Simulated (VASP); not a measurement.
# CS2 (Cmce) in VASP: further runs, part 2 of 2

VASP 6.6.1. The steps go on from the part before.

## Step 3: Single point, PBE

This run uses another cell than the first one, of 35.85 Å³/atom.

INCAR

```
  ALGO = Normal
  EDIFF = 1E-6
  ENCUT = 520
  GGA = PE
  ISIF = 2
  ISMEAR = -1
  LASPH = T
  LCHARG = F
  LREAL = F
  LWAVE = F
  NBANDS = 25
  NELM = 60
  PREC = Accurate
  SIGMA = 0.05
```

KPOINTS

```
k-points
0
Gamma
  5 5 3
```

POSCAR

```
CS2
1.0
    3.6457880000     -2.9943140000      0.0000000000
    3.6457880000      2.9943140000      0.0000000000
    0.0000000000      0.0000000000      9.8512570000
S C
4 2
Direct
    0.1815210000      0.8184790000      0.8868670000
    0.3184790000      0.6815210000      0.3868670000
    0.6815210000      0.3184790000      0.6131330000
    0.8184790000      0.1815210000      0.1131330000
    0.5000000000      0.5000000000      0.5000000000
    0.0000000000      0.0000000000      0.0000000000
```

Potentials or basis: VASP PAW PBE potentials, release 64 (S, C).

The run is started by

```bash
$ cat potpaw_PBE.64/S/POTCAR potpaw_PBE.64/C/POTCAR > POTCAR
$ mpirun -np 1 vasp_std > vasp.out
```

OUTCAR:

```text
EDIFF = 1E-6
   ENCUT = 520
   GGA = PE
   ISIF = 2
   ISMEAR = -1
   LASPH = T
   LREAL = F
   NELM = 60
   PREC = Accurate

 ion  position               nearest neighbor table
   1  0.182  0.818  0.887-   6 1.56
   2  0.318  0.682  0.387-   5 1.56
   3  0.682  0.318  0.613-   5 1.56
   4  0.818  0.182  0.113-   6 1.56
   5  0.500  0.500  0.500-   2 1.56   3 1.56
   6  0.000  0.000  0.000-   1 1.56   4 1.56

  LATTYP: Found a base centered orthorhombic cell.
 ALAT       =     5.9886280000
 B/A-ratio  =     1.2175703684
 C/A-ratio  =     1.6449939786

  Lattice vectors:

 A1 = (  -3.6457880000,  -2.9943140000,   0.0000000000)
 A2 = (   3.6457880000,  -2.9943140000,   0.0000000000)
 A3 = (   0.0000000000,   0.0000000000,   9.8512570000)

Analysis of symmetry for initial positions (statically):
=====================================================================
 Subroutine PRICEL returns:
 Original cell was already a primitive cell.

 Routine SETGRP: Setting up the symmetry group for a
 base centered orthorhombic supercell.

 Subroutine GETGRP returns: Found  8 space group operations
 (whereof  4 operations were pure point group operations)
 out of a pool of  8 trial point group operations.

The static configuration has the point symmetry C_2h.
 The point group associated with its full space group is D_2h.

Analysis of symmetry for dynamics (positions and initial velocities):
=====================================================================
 Subroutine PRICEL returns:
 Original cell was already a primitive cell.

 Routine SETGRP: Setting up the symmetry group for a
 base centered orthorhombic supercell.

[... 121 lines left out ...]
   ISMEAR =    -1;   SIGMA  =   0.05  broadening in eV -4-tet -1-fermi 0-gaus
   EFERMI_NEDOS =   21; number of points for ismear=-14 and -15
   IALGO  =     38    algorithm
   IMIX   =      4    mixing-type and parameters
     AMIX     =   0.40;   BMIX     =  1.00
     AMIX_MAG =   1.60;   BMIX_MAG =  1.00
  volume/ion in A,a.u.               =      35.85       241.91
  Fermi-wavevector in a.u.,A,eV,Ry     =   0.867470  1.639281 10.238452  0.752505
  Thomas-Fermi vector in A             =   1.986009
   LORBIT       =      0    0 simple, 1 ext, 2 COOP (PROOUT), +10 PAW based schemes
   GGA     = PE    functional components
   LHFCALC =     F    Hartree Fock is set to
   AEXX    =    0.0000 exact exchange contribution
   IVDW    =     0    specifies the selected vdW correction
   LEPSILON=     F    determine dielectric tensor
   LRPA    =     F    only Hartree local field effects (RPA)
 non-spin polarized calculation
  energy-cutoff  :      520.00
  volume of cell :      215.09
 maximum number of plane-waves:      5819
   NGX = 17   NGY = 17   NGZ = 37

 number of electron      31.9999998 magnetization

 Free energy of the ion-electron system (eV)
  ---------------------------------------------------
  ext. energy  EPLUGINS =         0.00000000
  ---------------------------------------------------
  free energy    TOTEN  =       -33.37925175 eV

  energy without entropy =      -33.37925175  energy(sigma->0) =      -33.37925175

 E-fermi :  -1.0674     XC(G=0):  -6.2217

 val. band max:       -2.1894199295   @ k =  -0.4000   0.4000   0.0000
 cond. band min:       1.2668933670   @ k =  -0.4000   0.4000   0.0000
 fundamental gap:      3.4563132965
 Fermi energy:        -1.0674436473

 k-point     1 :       0.0000    0.0000    0.0000
  band No.  band energies     occupation
      1     -17.0249      2.00000
      2     -16.9861      2.00000
      3     -14.8448      2.00000
      4     -14.7767      2.00000
      5      -8.4618      2.00000
      6      -8.2213      2.00000
[... 493 lines left out ...]
     24       5.8123      0.00000
     25       6.1030      0.00000

------------------------ aborting loop because EDIFF is reached ----------------------------------------

  FORCE on cell =-STRESS in cart. coord.  units (eV):
  Direction    XX          YY          ZZ          XY          YZ          ZX
  --------------------------------------------------------------------------------------
  -------------------------------------------------------------------------------------
  Total        0.0148372      0.0176088      0.0199902      0.0000000     -0.0000000      0.0000000
  in kB        0.1105232      0.1311687      0.1489080      0.0000000     -0.0000000      0.0000000
  external PRESSURE =       0.1302000 kB  Pullay stress =       0.0000000 kB

 VOLUME and BASIS-vectors are now :
 -----------------------------------------------------------------------------
  energy-cutoff  :      520.00
  volume of cell :      215.09
      direct lattice vectors                 reciprocal lattice vectors
     3.645788000 -2.994314000  0.000000000     0.137144562 -0.166983155  0.000000000
     3.645788000  2.994314000  0.000000000     0.137144562  0.166983155  0.000000000
     0.000000000  0.000000000  9.851257000     0.000000000  0.000000000  0.101509889

 POSITION                                       TOTAL-FORCE (eV/Angst)
 -----------------------------------------------------------------------------------
      3.64579      1.90725      8.73675         0.000000     -0.000844     -0.002911
      3.64579      1.08706      3.81113         0.000000      0.000844     -0.002911
      3.64579     -1.08706      6.04013         0.000000     -0.000844      0.002911
      3.64579     -1.90725      1.11450         0.000000      0.000844      0.002911
      3.64579      0.00000      4.92563         0.000000      0.000000      0.000000
      0.00000      0.00000      0.00000        -0.000000      0.000000      0.000000
 -----------------------------------------------------------------------------------
    total drift:                                0.000000     -0.000000     -0.000000

  FREE ENERGIE OF THE ION-ELECTRON SYSTEM (eV)
  ---------------------------------------------------
  free  energy   TOTEN  =       -33.3792517518 eV

  energy  without entropy=      -33.3792517517  energy(sigma->0) =      -33.37925175
```

OSZICAR:

```text
N       E                     dE             d eps       ncg     rms          rms(c)
DAV:   1     0.186762314893E+03    0.18676E+03   -0.12289E+04   900   0.103E+03
DAV:   2    -0.146982560284E+02   -0.20146E+03   -0.19240E+03  1250   0.193E+02
DAV:   3    -0.352364827444E+02   -0.20538E+02   -0.20348E+02  1132   0.670E+01
DAV:   4    -0.356832572115E+02   -0.44677E+00   -0.44584E+00  1166   0.121E+01
DAV:   5    -0.356963507374E+02   -0.13094E-01   -0.13086E-01  1191   0.198E+00    0.297E+01
DAV:   6    -0.335687895818E+02    0.21276E+01   -0.46657E+00   929   0.133E+01    0.132E+01
DAV:   7    -0.333951896120E+02    0.17360E+00   -0.13719E+00  1207   0.647E+00    0.742E+00
DAV:   8    -0.333944309133E+02    0.75870E-03   -0.19671E-01  1125   0.215E+00    0.102E+00
DAV:   9    -0.333809287219E+02    0.13502E-01   -0.40754E-02  1095   0.997E-01    0.902E-01
DAV:  10    -0.333795510628E+02    0.13777E-02   -0.43470E-03  1087   0.369E-01    0.350E-01
DAV:  11    -0.333792726541E+02    0.27841E-03   -0.10140E-03  1174   0.162E-01    0.322E-01
DAV:  12    -0.333792476501E+02    0.25004E-04   -0.23478E-04  1037   0.964E-02    0.532E-02
DAV:  13    -0.333792534228E+02   -0.57727E-05   -0.37148E-05  1192   0.323E-02    0.220E-02
DAV:  14    -0.333792520195E+02    0.14032E-05   -0.12880E-06   839   0.658E-03    0.781E-03
DAV:  15    -0.333792517518E+02    0.26771E-06   -0.96832E-07   734   0.646E-03
   1 F= -.33379252E+02 E0= -.33379252E+02  d E =-.813645E-10
```

stdout:

```text
POSCAR found type information on POSCAR S C
 POSCAR found :  2 types and       6 ions
 scaLAPACK will be used
 LDA part: xc-table for (Slater+PW92), standard interpolation
 POSCAR, INCAR and KPOINTS ok, starting setup
 FFT: planning ... GRIDC
 FFT: planning ... GRID_SOFT
 FFT: planning ... GRID
 WAVECAR not read
 entering main loop
```

Run time: 78 s. Hardware: 1 thread of Intel Xeon Platinum 8559C (Emerald Rapids), shared host; peak memory 0.32 GiB.

Results:

| Quantity | Value |
| --- | --- |
| Free energy | -33.3793 eV |
| Pressure | 0.0 GPa |
| Largest force | 0.003 eV/Å |
| Band gap on the k mesh | 3.46 eV |

Forces in eV/Å, atoms in the order of the input:
```
S    0.000 -0.001 -0.003
S    0.000  0.001 -0.003
S    0.000 -0.001  0.003
S    0.000  0.001  0.003
C    0.000  0.000  0.000
C    0.000  0.000  0.000
```

Caveat: this functional lacks dispersion, which holds the molecules together, so the pressure and a relaxed volume are unreliable.
